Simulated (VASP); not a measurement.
## Pt: single point with r2SCAN0

The system is Pt.

```
Pt
1.0
     2.73939    0.00000    0.00000
    -1.36969    2.37238    0.00000
     0.00000    0.00000    4.74558
Pt
2
Direct
  0.33333 0.66667 0.25000
  0.66667 0.33333 0.75000
```

This isn't the form of Pt at room conditions, which is fcc.

```
Program                            : VASP 6.6.1
Task                               : single point
Functional                         : r2SCAN0
Potentials or basis                : VASP PAW PBE potentials, release 64 (Pt)
Cutoff                             : 520 eV
k mesh                             : 7 × 7 × 4
Occupations                        : fermi-dirac, width 0.1 eV
Spin                               : no spin polarisation
Dipole correction                  : no
Grid for exact exchange (PRECFOCK) : Normal
Further INCAR settings             : ALGO = Normal; EDIFF = 1e-06; NBANDS = 17
Share of exact exchange            : 0.25
```

* Pressure: -5.4 GPa
* Band gap on the k mesh: zero (bands 10 and 11 overlap by 2.40 eV)

Stress tensor (GPa, compression positive):
```
-11.21   0.00   0.00
  0.00 -11.21   0.00
  0.00   0.00   6.10
```

Levels at points of the mesh, in eV from the Fermi level:
```csv
k point,band 7,band 8,band 9,band 10,band 11,band 12,band 13,band 14
"(0.00, 0.00, 0.00)",-4.30,-3.05,-3.05,-1.05,-1.05,-0.76,6.49,17.36
"(0.00, 0.00, 0.50)",-4.73,-4.73,-1.81,-1.81,-1.81,-1.81,14.31,14.31
```

Wall time 100 min on 1 thread of Oxide Virtual Turin-like Processor, on a shared host, peak memory 0.14 GiB.

Caveat: the k points lie up to 0.38 Å⁻¹ apart, too coarse for converged energies and pressures of a metal; the PAW data sets were made with another functional, which shifts forces and pressure a little; spin-orbit coupling is left out, which moves the levels of the heavy elements.
